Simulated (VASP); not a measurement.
Ti, 2 atoms in the cell. It takes space group P6_3/mmc (No. 194, hexagonal). Conventional cell: a = 2.950 Å, b = 2.950 Å, c = 4.680 Å, α = 90.00°, β = 90.00°, γ = 120.00°. Within 3.8 Å of Ti (site symmetry -6m2) lie 12 Ti at 2.89 to 2.95 Å. 

```yaml
Program: VASP 6.6.1
Task: electric field gradients
Functional: PBEsol
Potentials_or_basis: VASP PAW PBE potentials, release 64 (Ti_sv)
Cutoff: 400 eV
k_mesh: 11 × 11 × 6
Occupations: fermi-dirac, width 0.05 eV
Spin: no spin polarisation
Dipole_correction: no
Further_INCAR_settings: ALGO = Normal; EDIFF = 1e-08; NBANDS = 19
```

Potentials or basis: VASP PAW PBE potentials, release 64 (Ti_sv).

Command:

```console
$ cat potpaw_PBE.64/Ti_sv/POTCAR > POTCAR
$ mpirun -np 1 vasp_std > vasp.out
```

Hardware: 1 thread of Intel Xeon 8259CL, on a shared host.

**Question.** Estimate the wall time of this run.

**Answer.** Wall time 62 s on 1 thread of Intel Xeon 8259CL, on a shared host, peak memory 0.15 GiB. Counts: scf iterations 19, k points 64.
